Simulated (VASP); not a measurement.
# Pt (Im-3m) in VASP: notebook

Runs on Pt. Level: PBEsol. Tasks: single point.

Program: VASP 6.6.1. These are calculated values, not measurements. Logs are shortened: lines on timing, memory, paths and dates and some standing lists are left out, and cuts for length are marked.

### Step 1. The cell of the first run

It takes space group Im-3m (No. 229, cubic). The conventional cell has a = 3.210 Å, b = 3.210 Å, c = 3.210 Å, α = 90.00°, β = 90.00°, γ = 90.00°. Within 3.7 Å of Pt (site symmetry m-3m) lie 14 Pt at 2.78 to 3.21 Å.

### Step 2. Single point, PBEsol

The input, INCAR:

```
SYSTEM = Pt
  PREC = Accurate
  ENCUT = 520
  EDIFF = 1E-7
  ISMEAR = 1
  SIGMA = 0.05
  LREAL = .False.
  LASPH = .True.
  NELM = 80
  ALGO = Normal
  ISIF = 2
  LWAVE = .False.
  LCHARG = .False.
  GGA = PS
  NBANDS = 11
```

The input, KPOINTS:

```
regular mesh
0
Gamma
  13 13 13
  0 0 0
```

The input, POSCAR:

```
Pt
1.0
   -1.6050673907      1.6050673907      1.6050673907
    1.6050673907     -1.6050673907      1.6050673907
    1.6050673907      1.6050673907     -1.6050673907
Pt
1
Direct
    0.0000000000      0.0000000000      0.0000000000
```

Potentials or basis: VASP PAW PBE potentials, release 64 (Pt).

Started as:

```sh
cat potpaw_PBE.64/Pt/POTCAR > POTCAR
mpirun -np 1 vasp_std > vasp.out
```

OUTCAR:

```text
SYSTEM = Pt
   PREC = Accurate
   ENCUT = 520
   EDIFF = 1E-7
   ISMEAR = 1
   LREAL = .False.
   LASPH = .True.
   NELM = 80
   ISIF = 2
   GGA = PS

 ion  position               nearest neighbor table
   1  0.000  0.000  0.000-

  LATTYP: Found a body centered cubic cell.
 ALAT       =     3.2101347814

  Lattice vectors:

 A1 = (  -1.6050673907,   1.6050673907,   1.6050673907)
 A2 = (   1.6050673907,  -1.6050673907,   1.6050673907)
 A3 = (   1.6050673907,   1.6050673907,  -1.6050673907)

Analysis of symmetry for initial positions (statically):
=====================================================================
 Subroutine PRICEL returns:
 Original cell was already a primitive cell.

 Routine SETGRP: Setting up the symmetry group for a
 body centered cubic supercell.

 Subroutine GETGRP returns: Found 48 space group operations
 (whereof 48 operations were pure point group operations)
 out of a pool of 48 trial point group operations.

The static configuration has the point symmetry O_h .

Analysis of symmetry for dynamics (positions and initial velocities):
=====================================================================
 Subroutine PRICEL returns:
 Original cell was already a primitive cell.

 Routine SETGRP: Setting up the symmetry group for a
 body centered cubic supercell.

 Subroutine GETGRP returns: Found 48 space group operations
 (whereof 48 operations were pure point group operations)
 out of a pool of 48 trial point group operations.

The dynamic configuration has the point symmetry O_h .

 Subroutine INISYM returns: Found 48 space group operations
 (whereof 48 operations are pure point group operations),
 and found     1 'primitive' translations

----------------------------------------------------------------------------------------

                                     Primitive cell

  volume of cell :      16.5402

  direct lattice vectors                    reciprocal lattice vectors
    -1.605067391  1.605067391  1.605067391     0.000000000  0.311513400  0.311513400
     1.605067391 -1.605067391  1.605067391     0.311513400  0.000000000  0.311513400
     1.605067391  1.605067391 -1.605067391     0.311513400  0.311513400  0.000000000

  length of vectors
     2.780058270  2.780058270  2.780058270     0.440546475  0.440546475  0.440546475

  position of ions in fractional coordinates (direct lattice)
     0.000000000  0.000000000  0.000000000

  ion indices of the primitive-cell ions
   primitive index   ion index
                 1           1

----------------------------------------------------------------------------------------

 KPOINTS: regular mesh

Automatic generation of k-mesh.
 Grid dimensions read from file:
 generate k-points for:   13   13   13

 Generating k-lattice:

  Cartesian coordinates                     Fractional coordinates (reciprocal lattice)
     0.000000000  0.023962569  0.023962569     0.076923077  0.000000000  0.000000000
     0.023962569  0.000000000  0.023962569     0.000000000  0.076923077  0.000000000
     0.023962569  0.023962569  0.000000000     0.000000000  0.000000000  0.076923077

  Length of vectors
     0.033888190  0.033888190  0.033888190

  Shift w.r.t. Gamma in fractional coordinates (k-lattice)
     0.000000000  0.000000000  0.000000000

 Subroutine IBZKPT returns following result:
 ===========================================

 Found     84 irreducible k-points:

 Following reciprocal coordinates:
            Coordinates               Weight
  0.000000  0.000000  0.000000      1.000000
  0.076923  0.000000  0.000000     12.000000
  0.153846  0.000000  0.000000     12.000000
  0.230769  0.000000  0.000000     12.000000
  0.307692  0.000000  0.000000     12.000000
  0.384615  0.000000  0.000000     12.000000
[... 16 lines left out ...]
  0.153846  0.076923  0.076923     24.000000
  0.230769  0.076923  0.076923     24.000000
 [... further k-points ...]
   k-points           NKPTS =     84   k-points in BZ     NKDIM =     84   number of bands    NBANDS=     11
   number of dos      NEDOS =    301   number of ions     NIONS =      1
   total plane-waves  NPLWV =  13824
   dimension x,y,z NGX =    24 NGY =   24 NGZ =   24
   dimension x,y,z NGXF=    48 NGYF=   48 NGZF=   48
   ions per type =               1
   NGX,Y,Z   is equivalent  to a cutoff of  14.35, 14.35, 14.35 a.u.
   NGXF,Y,Z  is equivalent  to a cutoff of  28.70, 28.70, 28.70 a.u.
 SYSTEM =  Pt
   PREC   = accura    normal or accurate (medium, high low for compatibility)
   ISTART =      0    job   : 0-new  1-cont  2-samecut
   ICHARG =      2    charge: 1-file 2-atom 10-const
   ISPIN  =      1    spin polarized calculation?
   LNONCOLLINEAR =      F non collinear calculations
   LSORBIT =      F    spin-orbit coupling
   LASPH  =      T    aspherical Exc in radial PAW
   ENCUT  =  520.0 eV  38.22 Ry    6.18 a.u.   5.17  5.17  5.17*2*pi/ulx,y,z
   NELM   =     80;   NELMIN=  2; NELMDL= -5     # of ELM steps
   EDIFF  = 0.1E-06   stopping-criterion for ELM
   LREAL  =      F    real-space projection
   EDIFFG = 0.1E-05   stopping-criterion for IOM
   NSW    =      0    number of steps for IOM
   IBRION =     -1    ionic relax: 0-MD 1-quasi-New 2-CG
   NFREE  =      0    steps in history (QN), initial steepest desc. (CG)
   ISIF   =      2    stress and relaxation
   ISYM   =      2    0-nonsym 1-usesym 2-fastsym
   POTIM  = 0.5000    time-step for ionic-motion
   TEBEG  =    0.0;   TEEND  =   0.0 temperature during run
   PSTRESS=    0.0 pullay stress
   NELECT =      10.0000    total number of electrons
   NUPDOWN=      -1.0000    fix difference up-down
   EMIN   =  10.00;   EMAX   =-10.00  energy-range for DOS
   EFERMI =   0.00;   METHOD = LEGACY
   ISMEAR =     1;   SIGMA  =   0.05  broadening in eV -4-tet -1-fermi 0-gaus
   EFERMI_NEDOS =   21; number of points for ismear=-14 and -15
   IALGO  =     38    algorithm
   IMIX   =      4    mixing-type and parameters
     AMIX     =   0.40;   BMIX     =  1.00
     AMIX_MAG =   1.60;   BMIX_MAG =  1.00
  volume/ion in A,a.u.               =      16.54       111.62
  Fermi-wavevector in a.u.,A,eV,Ry     =   1.384294  2.615936 26.072422  1.916269
  Thomas-Fermi vector in A             =   2.508811
   LORBIT       =      0    0 simple, 1 ext, 2 COOP (PROOUT), +10 PAW based schemes
   GGA     = PS    functional components
   LHFCALC =     F    Hartree Fock is set to
   AEXX    =    0.0000 exact exchange contribution
   IVDW    =     0    specifies the selected vdW correction
   LEPSILON=     F    determine dielectric tensor
   LRPA    =     F    only Hartree local field effects (RPA)
 non-spin polarized calculation
 Methfessel and Paxton  Order N= 1 SIGMA  =   0.05
  energy-cutoff  :      520.00
  volume of cell :       16.54
 maximum number of plane-waves:       458
 NGX is ok and might be reduce to    24
   NGX = 11   NGY = 11   NGZ = 11

 number of electron      10.0000000 magnetization

 Free energy of the ion-electron system (eV)
  ---------------------------------------------------
  ext. energy  EPLUGINS =         0.00000000
  ---------------------------------------------------
  free energy    TOTEN  =        -6.75672599 eV

  energy without entropy =       -6.75712665  energy(sigma->0) =       -6.75685955

 E-fermi :   9.2770     XC(G=0): -13.0800

 val. band max:        9.2691009194   @ k =  -0.3846  -0.4615   0.2308
 cond. band min:       9.2957747738   @ k =   0.4615   0.0000   0.0000
 fundamental gap:      0.0266738544
 Fermi energy:         9.2770257614

 k-point     1 :       0.0000    0.0000    0.0000
  band No.  band energies     occupation
      1       0.1249      2.00000
      2       5.9716      2.00000
      3       5.9716      2.00000
      4       5.9716      2.00000
      5       8.3259      2.00000
      6       8.3259      2.00000
      7      26.3063      0.00000
      8      26.3063      0.00000
      9      26.3063      0.00000
     10      35.7629      0.00000
     11      35.7662      0.00000

 k-point     2 :       0.0769    0.0000    0.0000
  band No.  band energies     occupation
      1       0.3547      2.00000
      2       5.8851      2.00000
      3       5.9717      2.00000
      4       6.1513      2.00000
      5       8.2176      2.00000
      6       8.3319      2.00000
      7      26.3958      0.00000
      8      26.4318      0.00000
      9      26.6360      0.00000
     10      33.1652      0.00000
     11      33.5224      0.00000

 k-point     3 :       0.1538    0.0000    0.0000
  band No.  band energies     occupation
      1       1.0070      2.00000
      2       5.6533      2.00000
      3       5.9543      2.00000
      4       6.6744      2.00000
      5       8.0083      2.00000
      6       8.3548      2.00000
      7      26.1288      0.00000
      8      26.3273      0.00000
      9      27.5792      0.00000
     10      31.3292      0.00000
     11      31.5948      0.00000

 k-point     4 :       0.2308    0.0000    0.0000
  band No.  band energies     occupation
      1       1.9294      2.00000
      2       5.3446      2.00000
      3       5.9712      2.00000
      4       7.4866      2.00000
      5       7.9142      2.00000
      6       8.4029      2.00000
      7      23.9970      0.00000
      8      25.4546      0.00000
      9      29.0049      0.00000
     10      30.6656      0.00000
     11      31.0155      0.00000
[... 239 lines left out ...]
 k-point    22 :       0.0769    0.0769    0.0769
  band No.  band energies     occupation
      1       1.4173      2.00000
      2       5.6015      2.00000
      3       5.6015      2.00000
      4       7.2498      2.00000
      5       8.1817      2.00000
      6       8.1817      2.00000
      7      26.1189      0.00000
      8      26.1189      0.00000
      9      27.3178      0.00000
     10      28.5899      0.00000
     11      33.2292      0.00000

 k-point    23 :       0.1538    0.0769    0.0769
  band No.  band energies     occupation
      1       2.3244      2.00000
      2       5.2809      2.00000
      3       5.4817      2.00000
      4       8.0702      2.00000
      5       8.2371      2.00000
      6       8.3333      2.00000
      7      24.0843      0.00000
      8      25.1013      0.00000
      9      26.2545      0.00000
     10      28.3158      0.00000
     11      34.1041      0.00000

 k-point    24 :       0.2308    0.0769    0.0769
  band No.  band energies     occupation
      1       3.1600      2.00000
      2       4.9896      2.00000
      3       5.7114      2.00000
      4       8.0987      2.00000
      5       8.4645      2.00000
      6       9.4371     -0.00006
      7      20.7871      0.00000
      8      23.8724      0.00000
      9      25.0347      0.00000
     10      29.7852      0.00000
     11      34.8203      0.00000

 [... further k-points ...]
[... 5 lines left out ...]
  --------------------------------------------------------------------------------------
  -------------------------------------------------------------------------------------
  Total       -1.9440948     -1.9440948     -1.9440948     -0.0000000      0.0000000      0.0000000
  in kB     -188.3164322   -188.3164322   -188.3164322     -0.0000000      0.0000000      0.0000000
  external PRESSURE =    -188.3164322 kB  Pullay stress =       0.0000000 kB

 VOLUME and BASIS-vectors are now :
 -----------------------------------------------------------------------------
  energy-cutoff  :      520.00
  volume of cell :       16.54
      direct lattice vectors                 reciprocal lattice vectors
    -1.605067391  1.605067391  1.605067391     0.000000000  0.311513400  0.311513400
     1.605067391 -1.605067391  1.605067391     0.311513400  0.000000000  0.311513400
     1.605067391  1.605067391 -1.605067391     0.311513400  0.311513400  0.000000000

 POSITION                                       TOTAL-FORCE (eV/Angst)
 -----------------------------------------------------------------------------------
      0.00000      0.00000      0.00000         0.000000      0.000000      0.000000
 -----------------------------------------------------------------------------------
    total drift:                               -0.000000      0.000000     -0.000000

  FREE ENERGIE OF THE ION-ELECTRON SYSTEM (eV)
  ---------------------------------------------------
  free  energy   TOTEN  =        -6.7567259939 eV

  energy  without entropy=       -6.7571266489  energy(sigma->0) =       -6.75685955
```

Wall time 9.8 s (1 thread of Intel Xeon Platinum 8488C (Sapphire Rapids), shared host); peak memory 0.14 GiB.

What came out:

- Free energy: -6.7567 eV
- Pressure: -18.8 GPa
- Band gap on the k mesh: zero (band 5 reaches 10.06 eV, above the bottom of band 6 at 8.18 eV)

Caveat: the PAW data sets were made with another functional, which shifts forces and pressure a little; spin-orbit coupling is left out, which moves the levels of the heavy elements.

[end of part 1 of 2]
